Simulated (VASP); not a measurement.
# MgO (P6_3mc) in VASP: further runs

Runs on MgO. Level: PBEsol. Tasks: single point.

All numbers are computed with VASP 6.6.1; they aren't measurements. Logs are shortened: lines on timing, memory, paths and dates and some standing lists are left out, and cuts for length are marked.

**1. The cell of the first run**

It takes space group P6_3mc (No. 186, hexagonal). The conventional cell has a = 3.261 Å, b = 3.261 Å, c = 5.152 Å, α = 90.00°, β = 90.00°, γ = 120.00°. Within 2.6 Å of Mg (site symmetry 3m) lie 4 O at 1.93 to 1.99 Å. Within 2.6 Å of O (site symmetry 3m) lie 4 Mg at 1.93 to 1.99 Å.

**2. Single point, PBEsol (c/a of the conventional cell at fixed volume 1.5802)**

Contents of INCAR:

```
SYSTEM = MgO
PREC = Accurate
ENCUT = 520
EDIFF = 1E-6
ISMEAR = 0
SIGMA = 0.05
LREAL = .False.
LASPH = .True.
NELM = 100
ALGO = Normal
ISIF = 2
LWAVE = .False.
LCHARG = .True.
GGA = PS
LELF = .True.
LVHAR = .True.
NBANDS = 16
```

Contents of KPOINTS:

```
regular mesh
0
Gamma
  9 9 6
  0 0 0
```

Contents of POSCAR:

```
MgO
1.0
    3.2605657016      0.0000000000      0.0000000000
   -1.6302828508      2.8237327283      0.0000000000
    0.0000000000      0.0000000000      5.1523459217
Mg O
2 2
Direct
    0.3333333333      0.6666666667      0.0272667940
    0.6666666667      0.3333333333      0.5272667940
    0.3333333333      0.6666666667      0.4009416620
    0.6666666667      0.3333333333      0.9009416620
```

Potentials or basis: VASP PAW PBE potentials, release 64 (Mg, O).

On the command line:

```sh
$ cat potpaw_PBE.64/Mg/POTCAR potpaw_PBE.64/O/POTCAR > POTCAR
$ mpirun -np 1 vasp_std > vasp.out
```

OUTCAR:

```text
SYSTEM = MgO
   PREC = Accurate
   ENCUT = 520
   EDIFF = 1E-6
   ISMEAR = 0
   LREAL = .False.
   LASPH = .True.
   NELM = 100
   ISIF = 2
   GGA = PS

 ion  position               nearest neighbor table
   1  0.333  0.667  0.027-   3 1.93   4 1.99   4 1.99   4 1.99   2 3.19   2 3.19   2 3.19   2 3.19
                             2 3.19   2 3.19
   2  0.667  0.333  0.527-   4 1.93   3 1.99   3 1.99   3 1.99   1 3.19   1 3.19   1 3.19   1 3.19
                             1 3.19   1 3.19
   3  0.333  0.667  0.401-   1 1.93   2 1.99   2 1.99   2 1.99
   4  0.667  0.333  0.901-   2 1.93   1 1.99   1 1.99   1 1.99

  LATTYP: Found a hexagonal cell.
 ALAT       =     3.2605657016
 C/A-ratio  =     1.5802000000

  Lattice vectors:

 A1 = (   3.2605657016,   0.0000000000,   0.0000000000)
 A2 = (  -1.6302828508,   2.8237327283,   0.0000000000)
 A3 = (   0.0000000000,   0.0000000000,   5.1523459217)

Analysis of symmetry for initial positions (statically):
=====================================================================
 Subroutine PRICEL returns:
 Original cell was already a primitive cell.

 Routine SETGRP: Setting up the symmetry group for a
 hexagonal supercell.

 Subroutine GETGRP returns: Found 12 space group operations
 (whereof  6 operations were pure point group operations)
 out of a pool of 24 trial point group operations.

The static configuration has the point symmetry C_3v.
 The point group associated with its full space group is C_6v.

Analysis of symmetry for dynamics (positions and initial velocities):
=====================================================================
 Subroutine PRICEL returns:
 Original cell was already a primitive cell.

 Routine SETGRP: Setting up the symmetry group for a
 hexagonal supercell.

 Subroutine GETGRP returns: Found 12 space group operations
 (whereof  6 operations were pure point group operations)
 out of a pool of 24 trial point group operations.

The dynamic configuration has the point symmetry C_3v.
 The point group associated with its full space group is C_6v.

 Subroutine INISYM returns: Found 12 space group operations
 (whereof  6 operations are pure point group operations),
 and found     1 'primitive' translations

----------------------------------------------------------------------------------------

                                     Primitive cell

  volume of cell :      47.4375

  direct lattice vectors                    reciprocal lattice vectors
     3.260565702  0.000000000  0.000000000     0.306695246  0.177070583  0.000000000
    -1.630282851  2.823732728  0.000000000     0.000000000  0.354141166  0.000000000
     0.000000000  0.000000000  5.152345922     0.000000000  0.000000000  0.194086347
[... 89 lines left out ...]
   LREAL  =      F    real-space projection
   EDIFFG = 0.1E-04   stopping-criterion for IOM
   NSW    =      0    number of steps for IOM
   IBRION =     -1    ionic relax: 0-MD 1-quasi-New 2-CG
   NFREE  =      0    steps in history (QN), initial steepest desc. (CG)
   ISIF   =      2    stress and relaxation
   ISYM   =      2    0-nonsym 1-usesym 2-fastsym
   POTIM  = 0.5000    time-step for ionic-motion
   TEBEG  =    0.0;   TEEND  =   0.0 temperature during run
   PSTRESS=    0.0 pullay stress
   NELECT =      16.0000    total number of electrons
   NUPDOWN=      -1.0000    fix difference up-down
   EMIN   =  10.00;   EMAX   =-10.00  energy-range for DOS
   EFERMI =   0.00;   METHOD = LEGACY
   ISMEAR =     0;   SIGMA  =   0.05  broadening in eV -4-tet -1-fermi 0-gaus
   EFERMI_NEDOS =   21; number of points for ismear=-14 and -15
   IALGO  =     38    algorithm
   IMIX   =      4    mixing-type and parameters
     AMIX     =   0.40;   BMIX     =  1.00
     AMIX_MAG =   1.60;   BMIX_MAG =  1.00
  volume/ion in A,a.u.               =      11.86        80.03
  Fermi-wavevector in a.u.,A,eV,Ry     =   1.139570  2.153475 17.668792  1.298620
  Thomas-Fermi vector in A             =   2.276273
   LORBIT       =      0    0 simple, 1 ext, 2 COOP (PROOUT), +10 PAW based schemes
   GGA     = PS    functional components
   LHFCALC =     F    Hartree Fock is set to
   AEXX    =    0.0000 exact exchange contribution
   IVDW    =     0    specifies the selected vdW correction
   LEPSILON=     F    determine dielectric tensor
   LRPA    =     F    only Hartree local field effects (RPA)
 non-spin polarized calculation
 Gauss-broadening in eV      SIGMA  =   0.05
  energy-cutoff  :      520.00
  volume of cell :       47.44
 maximum number of plane-waves:      1302
   NGX = 13   NGY = 13   NGZ = 19

 number of electron      16.0000014 magnetization

 Free energy of the ion-electron system (eV)
  ---------------------------------------------------
  ext. energy  EPLUGINS =         0.00000000
  ---------------------------------------------------
  free energy    TOTEN  =       -24.50691413 eV

  energy without entropy =      -24.50691413  energy(sigma->0) =      -24.50691413

 E-fermi :   0.9513     XC(G=0):  -9.9542

 val. band max:        0.7237459807   @ k =   0.0000   0.0000   0.0000
 cond. band min:       4.3103555757   @ k =   0.0000   0.0000   0.0000
 fundamental gap:      3.5866095950
 Fermi energy:         0.9513123225

 k-point     1 :       0.0000    0.0000    0.0000
  band No.  band energies     occupation
      1     -15.1812      2.00000
      2     -14.4339      2.00000
      3      -2.4115      2.00000
      4       0.3940      2.00000
      5       0.3940      2.00000
      6       0.6475      2.00000
[... 433 lines left out ...]
      3      -1.6627      2.00000
      4      -1.2119      2.00000
      5      -1.2119      2.00000
      6      -0.5246      2.00000
[... 8 lines left out ...]
     15      14.4559      0.00000
     16      18.1898      0.00000

 [... further k-points ...]
[... 5 lines left out ...]
  --------------------------------------------------------------------------------------
  -------------------------------------------------------------------------------------
  Total       -0.2754222     -0.2754222      1.2175704     -0.0000000     -0.0000000      0.0000000
  in kB       -9.3022478     -9.3022478     41.1228415     -0.0000000     -0.0000000      0.0000000
  external PRESSURE =       7.5061153 kB  Pullay stress =       0.0000000 kB

 VOLUME and BASIS-vectors are now :
 -----------------------------------------------------------------------------
  energy-cutoff  :      520.00
  volume of cell :       47.44
      direct lattice vectors                 reciprocal lattice vectors
     3.260565702  0.000000000  0.000000000     0.306695246  0.177070583  0.000000000
    -1.630282851  2.823732728  0.000000000     0.000000000  0.354141166  0.000000000
     0.000000000  0.000000000  5.152345922     0.000000000  0.000000000  0.194086347

 POSITION                                       TOTAL-FORCE (eV/Angst)
 -----------------------------------------------------------------------------------
     -0.00000      1.88249      0.14049         0.000000     -0.000000     -0.592790
      1.63028      0.94124      2.71666        -0.000000      0.000000     -0.592790
     -0.00000      1.88249      2.06579        -0.000000     -0.000000      0.592790
      1.63028      0.94124      4.64196         0.000000      0.000000      0.592790
 -----------------------------------------------------------------------------------
    total drift:                               -0.000000      0.000000      0.000204

  FREE ENERGIE OF THE ION-ELECTRON SYSTEM (eV)
  ---------------------------------------------------
  free  energy   TOTEN  =       -24.5069141302 eV

  energy  without entropy=      -24.5069141302  energy(sigma->0) =      -24.50691413
```

It took 40 s on 1 thread of AMD EPYC 7R13, shared host; peak memory 0.15 GiB.

What came out:

| Quantity | Value |
| --- | --- |
| Free energy | -24.5069 eV |
| Pressure | 0.8 GPa |
| Largest force | 0.593 eV/Å |
| Band gap on the k mesh | 3.59 eV, direct |

Forces in eV/Å, atoms in the order of the input:
```
Mg   0.000  0.000 -0.593
Mg   0.000  0.000 -0.593
O    0.000  0.000  0.593
O    0.000  0.000  0.593
```

Stress tensor (GPa, compression positive):
```
-0.93  0.00  0.00
 0.00 -0.93  0.00
 0.00  0.00  4.11
```

Caveat: the PAW data sets were made with another functional, which shifts forces and pressure a little. A k mesh can miss the band edges.

(Part 1 of 2 ends here.)
